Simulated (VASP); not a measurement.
# LiF (P6_3mc) in VASP: a series of runs

LiF is run at these levels: LDA; tasks: single point.

Everything below comes from runs of VASP 6.6.1. Logs are shortened: lines on timing, memory, paths and dates and some standing lists are left out, and cuts for length are marked.

## (1) The cell of the first run

Symmetry: P6_3mc, No. 186, hexagonal system. Conventional cell: a = 2.929 Å, b = 2.929 Å, c = 4.189 Å, α = 90.00°, β = 90.00°, γ = 120.00°. Within 2.2 Å of Li (site symmetry 3m) lie 4 F at 1.65 to 1.75 Å. F (site symmetry 3m) has 4 Li at 1.65 to 1.75 Å within 2.2 Å.

## (2) Single point, LDA (volume 7.780 Å^3 an atom, c/a of the conventional cell 1.4303)

INCAR

```
ALGO     = Normal         # electronic algorithm
EDIFF    = 1E-6           # SCF threshold, eV
ENCUT    = 520            # plane-wave cutoff, eV
GGA      = CA             # functional
ISIF     = 2              # what is computed and relaxed
ISMEAR   = 0              # smearing method
LASPH    = T              # aspherical terms in the spheres
LCHARG   = F              # write CHGCAR
LREAL    = F              # projectors in reciprocal space
LWAVE    = F              # write WAVECAR
NBANDS   = 18             # bands
NELM     = 100            # most SCF steps
PREC     = Accurate       # precision mode
SIGMA    = 0.05           # smearing width, eV
```

KPOINTS

```
k-points
0
Gamma
  9 9 6
```

POSCAR

```
LiF
1.0
    2.9288284823      0.0000000000      0.0000000000
   -1.4644142412      2.5364398690      0.0000000000
    0.0000000000      0.0000000000      4.1891033783
Li F
2 2
Direct
    0.3333333333      0.6666666667      0.3839784076
    0.6666666667      0.3333333333      0.8839784076
    0.3333333333      0.6666666667      0.9910195924
    0.6666666667      0.3333333333      0.4910195924
```

Potentials or basis: VASP PAW LDA potentials, release 64 (Li_sv, F).

The run is started by

```console
$ cat potpaw_LDA.64/Li_sv/POTCAR potpaw_LDA.64/F/POTCAR > POTCAR
$ mpirun -np 1 vasp_std > vasp.out
```

OUTCAR:

```text
EDIFF = 1E-6
   ENCUT = 520
   GGA = CA
   ISIF = 2
   ISMEAR = 0
   LASPH = T
   LREAL = F
   NELM = 100
   PREC = Accurate

 ion  position               nearest neighbor table
   1  0.333  0.667  0.384-   3 1.65   4 1.75   4 1.75   4 1.75
   2  0.667  0.333  0.884-   4 1.65   3 1.75   3 1.75   3 1.75
   3  0.333  0.667  0.991-   1 1.65   2 1.75   2 1.75   2 1.75
   4  0.667  0.333  0.491-   2 1.65   1 1.75   1 1.75   1 1.75

  LATTYP: Found a hexagonal cell.
 ALAT       =     2.9288284823
 C/A-ratio  =     1.4303000000

  Lattice vectors:

 A1 = (   2.9288284823,   0.0000000000,   0.0000000000)
 A2 = (  -1.4644142412,   2.5364398690,   0.0000000000)
 A3 = (   0.0000000000,   0.0000000000,   4.1891033783)

Analysis of symmetry for initial positions (statically):
=====================================================================
 Subroutine PRICEL returns:
 Original cell was already a primitive cell.

 Routine SETGRP: Setting up the symmetry group for a
 hexagonal supercell.

 Subroutine GETGRP returns: Found 12 space group operations
 (whereof  6 operations were pure point group operations)
 out of a pool of 24 trial point group operations.

The static configuration has the point symmetry C_3v.
 The point group associated with its full space group is C_6v.

Analysis of symmetry for dynamics (positions and initial velocities):
=====================================================================
 Subroutine PRICEL returns:
 Original cell was already a primitive cell.

 Routine SETGRP: Setting up the symmetry group for a
 hexagonal supercell.

 Subroutine GETGRP returns: Found 12 space group operations
 (whereof  6 operations were pure point group operations)
 out of a pool of 24 trial point group operations.

The dynamic configuration has the point symmetry C_3v.
 The point group associated with its full space group is C_6v.

 Subroutine INISYM returns: Found 12 space group operations
 (whereof  6 operations are pure point group operations),
 and found     1 'primitive' translations

----------------------------------------------------------------------------------------

                                     Primitive cell

  volume of cell :      31.1200

  direct lattice vectors                    reciprocal lattice vectors
     2.928828482  0.000000000  0.000000000     0.341433446  0.197126692  0.000000000
[... 84 lines left out ...]
   ISPIN  =      1    spin polarized calculation?
   LNONCOLLINEAR =      F non collinear calculations
   LSORBIT =      F    spin-orbit coupling
   LASPH  =      T    aspherical Exc in radial PAW
   ENCUT  =  520.0 eV  38.22 Ry    6.18 a.u.   5.45  5.45  7.79*2*pi/ulx,y,z
   NELM   =    100;   NELMIN=  2; NELMDL= -5     # of ELM steps
   EDIFF  = 0.1E-05   stopping-criterion for ELM
   LREAL  =      F    real-space projection
   EDIFFG = 0.1E-04   stopping-criterion for IOM
   NSW    =      0    number of steps for IOM
   IBRION =     -1    ionic relax: 0-MD 1-quasi-New 2-CG
   NFREE  =      0    steps in history (QN), initial steepest desc. (CG)
   ISIF   =      2    stress and relaxation
   ISYM   =      2    0-nonsym 1-usesym 2-fastsym
   POTIM  = 0.5000    time-step for ionic-motion
   TEBEG  =    0.0;   TEEND  =   0.0 temperature during run
   PSTRESS=    0.0 pullay stress
   NELECT =      20.0000    total number of electrons
   NUPDOWN=      -1.0000    fix difference up-down
   EMIN   =  10.00;   EMAX   =-10.00  energy-range for DOS
   EFERMI =   0.00;   METHOD = LEGACY
   ISMEAR =     0;   SIGMA  =   0.05  broadening in eV -4-tet -1-fermi 0-gaus
   EFERMI_NEDOS =   21; number of points for ismear=-14 and -15
   IALGO  =     38    algorithm
   IMIX   =      4    mixing-type and parameters
     AMIX     =   0.40;   BMIX     =  1.00
     AMIX_MAG =   1.60;   BMIX_MAG =  1.00
  volume/ion in A,a.u.               =       7.78        52.50
  Fermi-wavevector in a.u.,A,eV,Ry     =   1.412771  2.669749 27.156149  1.995921
  Thomas-Fermi vector in A             =   2.534485
   LORBIT       =      0    0 simple, 1 ext, 2 COOP (PROOUT), +10 PAW based schemes
   GGA     = CA    functional components
   LHFCALC =     F    Hartree Fock is set to
   AEXX    =    0.0000 exact exchange contribution
   IVDW    =     0    specifies the selected vdW correction
   LEPSILON=     F    determine dielectric tensor
   LRPA    =     F    only Hartree local field effects (RPA)
 non-spin polarized calculation
 Gauss-broadening in eV      SIGMA  =   0.05
  energy-cutoff  :      520.00
  volume of cell :       31.12
 maximum number of plane-waves:       867
 NGX is ok and might be reduce to    24
   NGX = 11   NGY = 11   NGZ = 15

 number of electron      20.0000005 magnetization

 Free energy of the ion-electron system (eV)
  ---------------------------------------------------
  ext. energy  EPLUGINS =         0.00000000
  ---------------------------------------------------
  free energy    TOTEN  =       -20.48056687 eV

  energy without entropy =      -20.48056687  energy(sigma->0) =      -20.48056687

 E-fermi :  -0.9366     XC(G=0): -10.7104

 val. band max:       -1.2607680886   @ k =   0.0000   0.0000   0.0000
 cond. band min:       7.5010211775   @ k =   0.0000   0.0000   0.0000
 fundamental gap:      8.7617892661
 Fermi energy:        -0.9366420965

 k-point     1 :       0.0000    0.0000    0.0000
  band No.  band energies     occupation
      1     -40.2972      2.00000
      2     -40.1246      2.00000
      3     -20.8694      2.00000
      4     -20.4184      2.00000
      5      -4.5106      2.00000
      6      -2.2996      2.00000
[... 481 lines left out ...]
      5      -4.4189      2.00000
      6      -3.1862      2.00000
[... 10 lines left out ...]
     17      19.1890      0.00000
     18      22.4644      0.00000

 [... further k-points ...]
[... 5 lines left out ...]
  --------------------------------------------------------------------------------------
  -------------------------------------------------------------------------------------
  Total        2.3584039      2.3584039      5.0809813     -0.0000000     -0.0000000      0.0000000
  in kB      121.4197086    121.4197086    261.5884677     -0.0000000     -0.0000000      0.0000000
  external PRESSURE =     168.1426283 kB  Pullay stress =       0.0000000 kB

 VOLUME and BASIS-vectors are now :
 -----------------------------------------------------------------------------
  energy-cutoff  :      520.00
  volume of cell :       31.12
      direct lattice vectors                 reciprocal lattice vectors
     2.928828482  0.000000000  0.000000000     0.341433446  0.197126692  0.000000000
    -1.464414241  2.536439869  0.000000000     0.000000000  0.394253383  0.000000000
     0.000000000  0.000000000  4.189103378     0.000000000  0.000000000  0.238714567

 POSITION                                       TOTAL-FORCE (eV/Angst)
 -----------------------------------------------------------------------------------
     -0.00000      1.69096      1.60853         0.000000      0.000000      0.852778
      1.46441      0.84548      3.70308        -0.000000      0.000000      0.852778
     -0.00000      1.69096      4.15148        -0.000000      0.000000     -0.852778
      1.46441      0.84548      2.05693         0.000000      0.000000     -0.852778
 -----------------------------------------------------------------------------------
    total drift:                                0.000000      0.000000     -0.000882

  FREE ENERGIE OF THE ION-ELECTRON SYSTEM (eV)
  ---------------------------------------------------
  free  energy   TOTEN  =       -20.4805668715 eV

  energy  without entropy=      -20.4805668715  energy(sigma->0) =      -20.48056687
```

OSZICAR:

```text
N       E                     dE             d eps       ncg     rms          rms(c)
DAV:   1     0.115906541958E+03    0.11591E+03   -0.11309E+04  1728   0.124E+03
DAV:   2    -0.121201590464E+02   -0.12803E+03   -0.12530E+03  2014   0.309E+02
DAV:   3    -0.218338906173E+02   -0.97137E+01   -0.96498E+01  3040   0.630E+01
DAV:   4    -0.219408906118E+02   -0.10700E+00   -0.10689E+00  2162   0.861E+00
DAV:   5    -0.219423264624E+02   -0.14359E-02   -0.14353E-02  2312   0.693E-01    0.718E+00
DAV:   6    -0.205041434562E+02    0.14382E+01   -0.33208E+00  1822   0.150E+01    0.206E+00
DAV:   7    -0.204882486965E+02    0.15895E-01   -0.12363E-01  2016   0.264E+00    0.138E+00
DAV:   8    -0.204815521384E+02    0.66966E-02   -0.41541E-02  2362   0.189E+00    0.318E-01
DAV:   9    -0.204805083831E+02    0.10438E-02   -0.54888E-03  1966   0.643E-01    0.876E-02
DAV:  10    -0.204805673699E+02   -0.58987E-04   -0.30853E-04  1902   0.158E-01    0.109E-02
DAV:  11    -0.204805670459E+02    0.32401E-06   -0.11789E-05  2208   0.330E-02    0.425E-03
DAV:  12    -0.204805668715E+02    0.17438E-06   -0.62131E-07  1310   0.898E-03
   1 F= -.20480567E+02 E0= -.20480567E+02  d E =-.326118E-22
```

It took 17 s on 1 thread of Intel Xeon Platinum 8259CL at 2.50GHz (Skylake/Cascade Lake), shared host; peak memory 0.14 GiB.

Results:

```yaml
Free_energy: -20.4806 eV
Largest_force: 0.853 eV/Å
Band_gap_on_the_k_mesh: 8.76 eV, direct
```

Forces in eV/Å, atoms in the order of the input:
```
Li   0.000  0.000  0.853
Li   0.000  0.000  0.853
F    0.000  0.000 -0.853
F    0.000  0.000 -0.853
```

Caveat: the cutoff is under 1.25 times the usual one of these potentials, so pressure, stress and relaxed cells hold a basis-set (Pulay) error.

## (3) Single point, LDA (volume 7.780 Å^3 an atom, c/a of the conventional cell 1.3629)

INCAR

```
SYSTEM = LiF
PREC     = Accurate       ! precision mode
ENCUT    = 520            ! plane-wave cutoff, eV
EDIFF    = 1E-6           ! SCF threshold, eV
ISMEAR   = 0              ! smearing method
SIGMA    = 0.05           ! smearing width, eV
LREAL    = .FALSE.        ! projectors in reciprocal space
LASPH    = .TRUE.         ! aspherical terms in the spheres
NELM     = 100            ! most SCF steps
ALGO     = Normal         ! electronic algorithm
ISIF     = 2              ! what is computed and relaxed
LWAVE    = .FALSE.        ! write WAVECAR
LCHARG   = .FALSE.        ! write CHGCAR
NBANDS   = 18             ! bands
```

KPOINTS

```
regular mesh
0
G
  9 9 6
  0 0 0
```

POSCAR

```
LiF
1.0
    2.9763339281      0.0000000000      0.0000000000
   -1.4881669640      2.5775807919      0.0000000000
    0.0000000000      0.0000000000      4.0564455106
Li F
2 2
Direct
    0.3333333333      0.6666666667      0.3839784076
    0.6666666667      0.3333333333      0.8839784076
    0.3333333333      0.6666666667      0.9910195924
    0.6666666667      0.3333333333      0.4910195924
```

Potentials or basis: VASP PAW LDA potentials, release 64 (Li_sv, F).

The run is started by

```console
$ cat potpaw_LDA.64/Li_sv/POTCAR potpaw_LDA.64/F/POTCAR > POTCAR
$ mpirun -np 1 vasp_std > vasp.out
```

It took 20 s on 1 thread of Intel Xeon Platinum 8259CL at 2.50GHz (Skylake/Cascade Lake), shared host; peak memory 0.13 GiB.

The run converged. Its results:

```
Free energy            : -20.3567 eV
Largest force          : 1.541 eV/Å
Band gap on the k mesh : 8.69 eV, direct
```

Forces in eV/Å, atoms in the order of the input:
```
Li   0.000  0.000  1.541
Li   0.000  0.000  1.541
F    0.000  0.000 -1.541
F    0.000  0.000 -1.541
```

Levels at points of the mesh, in eV from the valence-band top:
| k point | band 6 | band 7 | band 8 | band 9 | band 10 | band 11 | band 12 | band 13 | band 14 | band 15 |
| --- | --- | --- | --- | --- | --- | --- | --- | --- | --- | --- |
| (0.00, 0.00, 0.00) | -1.17 | -1.17 | -0.39 | -0.39 | 0.00 | 8.69 | 14.25 | 18.08 | 18.54 | 18.54 |
| (0.00, 0.00, 0.50) | -1.55 | -0.78 | -0.78 | -0.78 | -0.78 | 10.74 | 10.74 | 18.85 | 18.85 | 18.85 |

Caveat: the cutoff is under 1.25 times the usual one of these potentials, so pressure, stress and relaxed cells hold a basis-set (Pulay) error; forces of over 1 eV/Å act on the atoms, so gaps and moduli don't describe the material at rest. A k mesh can miss the band edges.

## (4) Single point, LDA (volume 7.780 Å^3 an atom, c/a of the conventional cell 1.7346)

INCAR

```
SYSTEM = LiF
PREC = Accurate ; ENCUT = 520
EDIFF = 1E-6 ; ISMEAR = 0
SIGMA = 0.05 ; LREAL = .False.
LASPH = .True. ; NELM = 100
ALGO = Normal ; ISIF = 2
LWAVE = .False. ; LCHARG = .False.
GGA = CA ; NBANDS = 18
```

KPOINTS

```
Automatic mesh
0
Gamma
  9 9 6
  0 0 0
```

POSCAR

```
LiF
1.0
    2.7464384561      0.0000000000      0.0000000000
   -1.3732192280      2.3784854729      0.0000000000
    0.0000000000      0.0000000000      4.7639721459
Li F
2 2
Direct
    0.3333333333      0.6666666667      0.3839784076
    0.6666666667      0.3333333333      0.8839784076
    0.3333333333      0.6666666667      0.9910195924
    0.6666666667      0.3333333333      0.4910195924
```

Potentials or basis: VASP PAW LDA potentials, release 64 (Li_sv, F).

The run is started by

```console
$ cat potpaw_LDA.64/Li_sv/POTCAR potpaw_LDA.64/F/POTCAR > POTCAR
$ mpirun -np 1 vasp_std > vasp.out
```

OUTCAR:

```text
SYSTEM = LiF
   PREC = Accurate
   ENCUT = 520
   EDIFF = 1E-6
   ISMEAR = 0
   LREAL = .False.
   LASPH = .True.
   NELM = 100
   ISIF = 2
   GGA = CA

 ion  position               nearest neighbor table
   1  0.333  0.667  0.384-   4 1.67   4 1.67   4 1.67   3 1.87
   2  0.667  0.333  0.884-   3 1.67   3 1.67   3 1.67   4 1.87
   3  0.333  0.667  0.991-   2 1.67   2 1.67   2 1.67   1 1.87
   4  0.667  0.333  0.491-   1 1.67   1 1.67   1 1.67   2 1.87

  LATTYP: Found a hexagonal cell.
 ALAT       =     2.7464384561
 C/A-ratio  =     1.7346000000

[... 696 lines left out ...]

 [... further k-points ...]
[... 5 lines left out ...]
  --------------------------------------------------------------------------------------
  -------------------------------------------------------------------------------------
  Total        5.2193355      5.2193355      0.7775806      0.0000000      0.0000000      0.0000000
  in kB      268.7114718    268.7114718     40.0328419      0.0000000      0.0000000      0.0000000
  external PRESSURE =     192.4852618 kB  Pullay stress =       0.0000000 kB

 VOLUME and BASIS-vectors are now :
 -----------------------------------------------------------------------------
  energy-cutoff  :      520.00
  volume of cell :       31.12
      direct lattice vectors                 reciprocal lattice vectors
     2.746438456  0.000000000  0.000000000     0.364107922  0.210217807  0.000000000
    -1.373219228  2.378485473  0.000000000     0.000000000  0.420435614  0.000000000
     0.000000000  0.000000000  4.763972146     0.000000000  0.000000000  0.209908868

 POSITION                                       TOTAL-FORCE (eV/Angst)
 -----------------------------------------------------------------------------------
     -0.00000      1.58566      1.82926         0.000000      0.000000     -0.824282
      1.37322      0.79283      4.21125         0.000000      0.000000     -0.824282
     -0.00000      1.58566      4.72119         0.000000      0.000000      0.824282
      1.37322      0.79283      2.33920        -0.000000      0.000000      0.824282
 -----------------------------------------------------------------------------------
    total drift:                                0.000000      0.000001      0.002314

  FREE ENERGIE OF THE ION-ELECTRON SYSTEM (eV)
  ---------------------------------------------------
  free  energy   TOTEN  =       -20.3423370726 eV

  energy  without entropy=      -20.3423370726  energy(sigma->0) =      -20.34233707
```

stdout:

```text
POSCAR found type information on POSCAR LiF
 POSCAR found :  2 types and       4 ions
 scaLAPACK will be used
 LDA part: xc-table for (Slater(with rela. corr.)+CA(PZ))
 , standard interpolation
 POSCAR, INCAR and KPOINTS ok, starting setup
 FFT: planning ... GRIDC
 FFT: planning ... GRID_SOFT
 FFT: planning ... GRID
 WAVECAR not read
 entering main loop
```

Wall time 20 s (1 thread of Intel Xeon Platinum 8259CL at 2.50GHz (Skylake/Cascade Lake), shared host); peak memory 0.13 GiB.

What came out:

```yaml
Free_energy: -20.3423 eV
Largest_force: 0.824 eV/Å
Band_gap_on_the_k_mesh: 9.00 eV, direct
```

Forces on the atoms (eV/Å):
```
Li   0.000  0.000 -0.824
Li   0.000  0.000 -0.824
F    0.000  0.000  0.824
F    0.000  0.000  0.824
```

Levels at points of the mesh, in eV from the valence-band top:
| k point | band 6 | band 7 | band 8 | band 9 | band 10 | band 11 | band 12 | band 13 | band 14 | band 15 |
| --- | --- | --- | --- | --- | --- | --- | --- | --- | --- | --- |
| (0.00, 0.00, 0.00) | -0.30 | -0.30 | -0.02 | 0.00 | 0.00 | 9.00 | 12.97 | 17.35 | 20.37 | 21.15 |
| (0.00, 0.00, 0.50) | -1.61 | -0.15 | -0.15 | -0.15 | -0.15 | 10.77 | 10.77 | 18.79 | 18.79 | 21.51 |

Caveat: the cutoff is under 1.25 times the usual one of these potentials, so pressure, stress and relaxed cells hold a basis-set (Pulay) error. A k mesh can miss the band edges.

[end of part 1 of 2]
